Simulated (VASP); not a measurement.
# Cr (Pm-3m) in VASP: further runs, part 2 of 2

VASP 6.6.1. The steps go on from the part before.

### Step 4. Single point, RPBE, collinear spin, antiferromagnetic start (volume scaled by 0.88)

INCAR reads:

```
SYSTEM = Cr
ALGO = Normal
EDIFF = 1E-7
ENCUT = 520
GGA = RP
ISIF = 2
ISMEAR = -1
ISPIN = 2
LASPH = .TRUE.
LCHARG = .FALSE.
LMAXMIX = 4
LORBIT = 11
LREAL = .FALSE.
LWAVE = .FALSE.
MAGMOM = 2.345 -2.345
NBANDS = 23
NELM = 150
PREC = Accurate
SIGMA = 0.05
```

KPOINTS reads:

```
k-points
0
G
  12 12 12
  0 0 0
```

POSCAR reads:

```
Cr
1.0
    0.0000000000      2.3583912576      2.3583912576
    2.3583912576      0.0000000000      2.3583912576
    2.3583912576      2.3583912576      0.0000000000
Cr
2
Direct
    0.0000000000      0.0000000000      0.0000000000
    0.5000000000      0.5000000000      0.5000000000
```

Potentials or basis: VASP PAW PBE potentials, release 64 (Cr_pv).

Started as:

```sh
$ cat potpaw_PBE.64/Cr_pv/POTCAR > POTCAR
$ mpirun -np 1 vasp_std > vasp.out
```

OUTCAR:

```text
SYSTEM = Cr
   EDIFF = 1E-7
   ENCUT = 520
   GGA = RP
   ISIF = 2
   ISMEAR = -1
   ISPIN = 2
   LASPH = .TRUE.
   LORBIT = 11
   LREAL = .FALSE.
   NELM = 150
   PREC = Accurate

 ion  position               nearest neighbor table
   1  0.000  0.000  0.000-   2 2.36   2 2.36   2 2.36   2 2.36   2 2.36   2 2.36
   2  0.500  0.500  0.500-   1 2.36   1 2.36   1 2.36   1 2.36   1 2.36   1 2.36

  LATTYP: Found a face centered cubic cell.
 ALAT       =     4.7167825152

  Lattice vectors:

 A1 = (   0.0000000000,   2.3583912576,   2.3583912576)
 A2 = (   2.3583912576,   0.0000000000,   2.3583912576)
 A3 = (   2.3583912576,   2.3583912576,   0.0000000000)

Analysis of symmetry for initial positions (statically):
=====================================================================
 Subroutine PRICEL returns following result:

  LATTYP: Found a simple cubic cell.
 ALAT       =     2.3583912576
[... 12 lines left out ...]
 Subroutine GETGRP returns: Found 48 space group operations
 (whereof 48 operations were pure point group operations)
 out of a pool of 48 trial point group operations.

The static configuration has the point symmetry O_h .

Analysis of symmetry for dynamics (positions and initial velocities):
=====================================================================
 Subroutine PRICEL returns following result:

  LATTYP: Found a simple cubic cell.
 ALAT       =     2.3583912576
[... 12 lines left out ...]
 Subroutine GETGRP returns: Found 48 space group operations
 (whereof 48 operations were pure point group operations)
 out of a pool of 48 trial point group operations.

The dynamic configuration has the point symmetry O_h .

Analysis of structural, dynamic, and magnetic symmetry:
=====================================================================
 Subroutine PRICEL returns following result:

  LATTYP: Found a simple cubic cell.
 ALAT       =     2.3583912576
[... 12 lines left out ...]
 Subroutine GETGRP returns: Found 48 space group operations
 (whereof 48 operations were pure point group operations)
[... 137 lines left out ...]

 number of electron      23.9999990 magnetization       0.0000000

 number of electron      23.9999990 magnetization      -0.0000000

 Free energy of the ion-electron system (eV)
  ---------------------------------------------------
  ext. energy  EPLUGINS =         0.00000000
  ---------------------------------------------------
  free energy    TOTEN  =       -16.00049403 eV

  energy without entropy =      -15.97912963  energy(sigma->0) =      -15.98981183

 E-fermi :   9.4269     XC(G=0): -12.6661

 val. band max:        9.4246705981   @ k =   0.5000   0.0833   0.0000
 cond. band min:       9.4284585660   @ k =   0.5000   0.1667   0.0000
 fundamental gap:      0.0037879679
 Fermi energy:         9.4268621083

 spin component 1

 k-point     1 :       0.0000    0.0000    0.0000
  band No.  band energies     occupation
      1     -34.1172      1.00000
      2     -34.1172      1.00000
      3     -34.1172      1.00000
      4     -32.3842      1.00000
      5     -32.3842      1.00000
      6     -32.3842      1.00000
[... 613 lines left out ...]
     22      21.1808      0.00000
     23      23.7945      0.00000

 [... further k-points ...]

 spin component 2

 k-point     1 :       0.0000    0.0000    0.0000
  band No.  band energies     occupation
      1     -34.1172      1.00000
      2     -34.1172      1.00000
      3     -34.1172      1.00000
      4     -32.3842      1.00000
      5     -32.3842      1.00000
      6     -32.3842      1.00000
[... 613 lines left out ...]
     22      21.1808      0.00000
     23      23.7945      0.00000

 [... further k-points ...]
[... 5 lines left out ...]
  --------------------------------------------------------------------------------------
  -------------------------------------------------------------------------------------
  Total        1.2223516      1.2223516      1.2223516     -0.0000000     -0.0000000     -0.0000000
  in kB       74.6498858     74.6498858     74.6498858     -0.0000000     -0.0000000     -0.0000000
  external PRESSURE =      74.6498858 kB  Pullay stress =       0.0000000 kB

 VOLUME and BASIS-vectors are now :
 -----------------------------------------------------------------------------
  energy-cutoff  :      520.00
  volume of cell :       26.23
      direct lattice vectors                 reciprocal lattice vectors
     0.000000000  2.358391258  2.358391258    -0.212008927  0.212008927  0.212008927
     2.358391258  0.000000000  2.358391258     0.212008927 -0.212008927  0.212008927
     2.358391258  2.358391258  0.000000000     0.212008927  0.212008927 -0.212008927

 POSITION                                       TOTAL-FORCE (eV/Angst)
 -----------------------------------------------------------------------------------
      0.00000      0.00000      0.00000        -0.000000      0.000000     -0.000000
      2.35839      2.35839      2.35839         0.000000     -0.000000      0.000000
 -----------------------------------------------------------------------------------
    total drift:                                0.000000      0.000000      0.000000

  FREE ENERGIE OF THE ION-ELECTRON SYSTEM (eV)
  ---------------------------------------------------
  free  energy   TOTEN  =       -16.0004940291 eV

  energy  without entropy=      -15.9791296302  energy(sigma->0) =      -15.98981183

 total charge

# of ion       s       p       d       tot
------------------------------------------
    1        0.449   6.268   4.333  11.051
    2        0.449   6.268   4.333  11.051
--------------------------------------------------
tot          0.898  12.537   8.667  22.101

 magnetization (x)

# of ion       s       p       d       tot
------------------------------------------
    1        0.025  -0.013   1.546   1.559
    2       -0.025   0.013  -1.546  -1.559
--------------------------------------------------
tot          0.000   0.000   0.000   0.000
```

It took 99 s on 1 thread of Intel Xeon 6975P-C, shared host; peak memory 0.21 GiB.

What came out:

* Free energy: -16.0005 eV
* Pressure: 7.5 GPa
* Band gap on the k mesh: zero (filled and empty bands overlap)
* Net moment: 0.00 μB per cell
* Site moments: Cr +1.56, -1.56 μB
* Valence electrons inside the program's atomic spheres: Cr 11.05

Levels at points of the mesh, in eV from the Fermi level:
Spin up:
```csv
k point,band 9,band 10,band 11,band 12,band 13,band 14,band 15,band 16
"(0.00, 0.00, 0.00)",-2.94,-2.71,-2.71,-2.71,2.76,2.76,2.76,4.03
"(0.50, 0.00, 0.00)",-1.24,-1.24,-0.08,-0.08,-0.07,-0.07,1.42,1.42
"(0.50, 0.50, 0.00)",-2.20,-1.40,-0.66,0.13,0.13,1.80,1.80,2.88
```
Spin down:
```
           k point  band 8  band 9  band 10  band 11  band 12  band 13  band 14  band 15  band 16  band 17
(0.00, 0.00, 0.00)   -2.94   -2.94    -2.71    -2.71    -2.71     2.76     2.76     2.76     4.03     4.03
(0.50, 0.00, 0.00)   -3.05   -1.24    -1.24    -0.08    -0.08    -0.07    -0.07     1.42     1.42     1.86
(0.50, 0.50, 0.00)   -2.99   -2.20    -1.40    -0.66     0.13     0.13     1.80     1.80     2.88     3.94
```

Caveat: the PAW data sets were made with another functional, which shifts forces and pressure a little.

### Step 5. Single point, RPBE, collinear spin, antiferromagnetic start (volume scaled by 0.92)

INCAR reads:

```
SYSTEM = Cr
PREC     = Accurate       ! precision mode
ENCUT    = 520            ! plane-wave cutoff, eV
EDIFF    = 1E-6           ! SCF threshold, eV
ISMEAR   = -1             ! smearing method
SIGMA    = 0.05           ! smearing width, eV
LREAL    = .FALSE.        ! projectors in reciprocal space
LASPH    = .TRUE.         ! aspherical terms in the spheres
NELM     = 150            ! most SCF steps
ALGO     = Normal         ! electronic algorithm
ISIF     = 2              ! what is computed and relaxed
LWAVE    = .FALSE.        ! write WAVECAR
LCHARG   = .TRUE.         ! write CHGCAR
ISPIN    = 2              ! spin polarisation
MAGMOM   = 2.345 -2.345   ! initial moments
LORBIT   = 11             ! projections on sites
LMAXMIX  = 4              ! l up to which the mixer works
GGA      = RP             ! functional
LELF     = .TRUE.         ! ELF
LVHAR    = .TRUE.       
NBANDS   = 23             ! bands
```

KPOINTS reads:

```
regular mesh
0
G
  12 12 12
  0 0 0
```

POSCAR reads:

```
Cr
1.0
    0.0000000000      2.3935963174      2.3935963174
    2.3935963174      0.0000000000      2.3935963174
    2.3935963174      2.3935963174      0.0000000000
Cr
2
Direct
    0.0000000000      0.0000000000      0.0000000000
    0.5000000000      0.5000000000      0.5000000000
```

Potentials or basis: VASP PAW PBE potentials, release 64 (Cr_pv).

Started as:

```sh
$ cat potpaw_PBE.64/Cr_pv/POTCAR > POTCAR
$ mpirun -np 1 vasp_std > vasp.out
```

OUTCAR:

```text
SYSTEM = Cr
   PREC = Accurate
   ENCUT = 520
   EDIFF = 1E-6
   ISMEAR = -1
   LREAL = .FALSE.
   LASPH = .TRUE.
   NELM = 150
   ISIF = 2
   ISPIN = 2
   LORBIT = 11
   GGA = RP

 ion  position               nearest neighbor table
   1  0.000  0.000  0.000-   2 2.39   2 2.39   2 2.39   2 2.39   2 2.39   2 2.39
   2  0.500  0.500  0.500-   1 2.39   1 2.39   1 2.39   1 2.39   1 2.39   1 2.39

  LATTYP: Found a face centered cubic cell.
 ALAT       =     4.7871926348

  Lattice vectors:

 A1 = (   0.0000000000,   2.3935963174,   2.3935963174)
 A2 = (   2.3935963174,   0.0000000000,   2.3935963174)
 A3 = (   2.3935963174,   2.3935963174,   0.0000000000)

Analysis of symmetry for initial positions (statically):
=====================================================================
 Subroutine PRICEL returns following result:

  LATTYP: Found a simple cubic cell.
 ALAT       =     2.3935963174
[... 12 lines left out ...]
 Subroutine GETGRP returns: Found 48 space group operations
 (whereof 48 operations were pure point group operations)
 out of a pool of 48 trial point group operations.

[... 833 lines left out ...]
 k-point     1 :       0.0000    0.0000    0.0000
  band No.  band energies     occupation
      1     -34.7081      1.00000
      2     -34.7081      1.00000
      3     -34.7081      1.00000
      4     -32.6778      1.00000
      5     -32.6778      1.00000
      6     -32.6778      1.00000
[... 613 lines left out ...]
     22      20.2349      0.00000
     23      22.7919      0.00000

 [... further k-points ...]
[... 5 lines left out ...]
  --------------------------------------------------------------------------------------
  -------------------------------------------------------------------------------------
  Total        0.6396448      0.6396448      0.6396448      0.0000000      0.0000000     -0.0000000
  in kB       37.3651488     37.3651488     37.3651488      0.0000000      0.0000000     -0.0000000
  external PRESSURE =      37.3651488 kB  Pullay stress =       0.0000000 kB

 VOLUME and BASIS-vectors are now :
 -----------------------------------------------------------------------------
  energy-cutoff  :      520.00
  volume of cell :       27.43
      direct lattice vectors                 reciprocal lattice vectors
     0.000000000  2.393596317  2.393596317    -0.208890696  0.208890696  0.208890696
     2.393596317  0.000000000  2.393596317     0.208890696 -0.208890696  0.208890696
     2.393596317  2.393596317  0.000000000     0.208890696  0.208890696 -0.208890696

 POSITION                                       TOTAL-FORCE (eV/Angst)
 -----------------------------------------------------------------------------------
      0.00000      0.00000      0.00000         0.000000      0.000000     -0.000000
      2.39360      2.39360      2.39360        -0.000000     -0.000000      0.000000
 -----------------------------------------------------------------------------------
    total drift:                                0.000000      0.000000      0.000000

  FREE ENERGIE OF THE ION-ELECTRON SYSTEM (eV)
  ---------------------------------------------------
  free  energy   TOTEN  =       -16.0415191854 eV

  energy  without entropy=      -16.0211136016  energy(sigma->0) =      -16.03131639

 total charge

# of ion       s       p       d       tot
------------------------------------------
    1        0.437   6.245   4.295  10.977
    2        0.437   6.245   4.295  10.977
--------------------------------------------------
tot          0.873  12.490   8.590  21.953

 magnetization (x)

# of ion       s       p       d       tot
------------------------------------------
    1        0.032  -0.016   1.888   1.904
    2       -0.032   0.016  -1.888  -1.904
--------------------------------------------------
tot          0.000   0.000  -0.000  -0.000
```

OSZICAR:

```text
N       E                     dE             d eps       ncg     rms          rms(c)
DAV:   1     0.250920722426E+03    0.25092E+03   -0.13365E+04  6624   0.124E+03
DAV:   2    -0.941509215628E+01   -0.26034E+03   -0.25099E+03  6799   0.374E+02
DAV:   3    -0.174897209767E+02   -0.80746E+01   -0.80108E+01  8003   0.790E+01
DAV:   4    -0.175681340082E+02   -0.78413E-01   -0.78309E-01  7863   0.772E+00
DAV:   5    -0.175693508123E+02   -0.12168E-02   -0.12162E-02  6904   0.934E-01    0.145E+01
DAV:   6    -0.159297638585E+02    0.16396E+01   -0.63230E+00  7128   0.276E+01    0.582E+00
DAV:   7    -0.160183052897E+02   -0.88541E-01   -0.32073E-01  7107   0.599E+00    0.312E+00
DAV:   8    -0.160328097241E+02   -0.14504E-01   -0.28860E-02  7471   0.119E+00    0.926E-01
DAV:   9    -0.160384618772E+02   -0.56522E-02   -0.70565E-02  7626   0.128E+00    0.526E-01
DAV:  10    -0.160403264505E+02   -0.18646E-02   -0.66066E-03  6974   0.469E-01    0.286E-01
DAV:  11    -0.160413031679E+02   -0.97672E-03   -0.10409E-02  7303   0.518E-01    0.155E-01
DAV:  12    -0.160414931580E+02   -0.18999E-03   -0.28557E-03  7212   0.248E-01    0.485E-02
DAV:  13    -0.160415126167E+02   -0.19459E-04   -0.15954E-04  7002   0.786E-02    0.193E-02
DAV:  14    -0.160415169074E+02   -0.42907E-05   -0.52818E-06  6869   0.205E-02    0.530E-03
DAV:  15    -0.160415186603E+02   -0.17529E-05   -0.42083E-06  6716   0.112E-02    0.192E-03
DAV:  16    -0.160415191854E+02   -0.52510E-06   -0.11381E-07  3361   0.256E-03
   1 F= -.16041519E+02 E0= -.16031316E+02  d E =-.204056E-01  mag=     0.0000
```

stdout:

```text
POSCAR found type information on POSCAR Cr
 POSCAR found :  1 types and       2 ions
 scaLAPACK will be used
 -----------------------------------------------------------------------------
|                                                                             |
|                                                                             |
|     You enforced a specific xc type in the INCAR file but a different       |
|     I HOPE YOU KNOW WHAT YOU ARE DOING!                                     |
|                                                                             |
 -----------------------------------------------------------------------------

 LDA part: xc-table for (Slater+PW92), standard interpolation
 POSCAR, INCAR and KPOINTS ok, starting setup
 FFT: planning ... GRIDC
 FFT: planning ... GRID_SOFT
 FFT: planning ... GRID
 WAVECAR not read
 entering main loop
```

It took 94 s on 1 thread of Intel Xeon 6975P-C, shared host; peak memory 0.21 GiB.

What came out:

```yaml
Free_energy: -16.0415 eV
Pressure: 3.7 GPa
Band_gap_on_the_k_mesh: zero (filled and empty bands overlap)
Net_moment: 0.00 μB per cell
Site_moments: Cr +1.90, -1.90 μB
Valence_electrons_inside_the_program's_atomic_spheres: Cr 10.98
```

Levels at points of the mesh, in eV from the Fermi level:
Spin up:
| k point | band 9 | band 10 | band 11 | band 12 | band 13 | band 14 | band 15 | band 16 |
| --- | --- | --- | --- | --- | --- | --- | --- | --- |
| (0.00, 0.00, 0.00) | -2.70 | -2.48 | -2.48 | -2.48 | 2.80 | 2.80 | 2.80 | 3.99 |
| (0.50, 0.00, 0.00) | -1.23 | -1.23 | -0.12 | -0.12 | 0.20 | 0.20 | 1.67 | 1.69 |
| (0.50, 0.50, 0.00) | -2.01 | -1.22 | -0.62 | 0.07 | 0.07 | 2.05 | 2.05 | 2.89 |
Spin down:
```
           k point  band 9  band 10  band 11  band 12  band 13  band 14  band 15  band 16
(0.00, 0.00, 0.00)   -2.70    -2.48    -2.48    -2.48     2.80     2.80     2.80     3.99
(0.50, 0.00, 0.00)   -1.23    -1.23    -0.12    -0.12     0.20     0.20     1.67     1.69
(0.50, 0.50, 0.00)   -2.01    -1.22    -0.62     0.07     0.07     2.05     2.05     2.89
```

Caveat: the PAW data sets were made with another functional, which shifts forces and pressure a little.
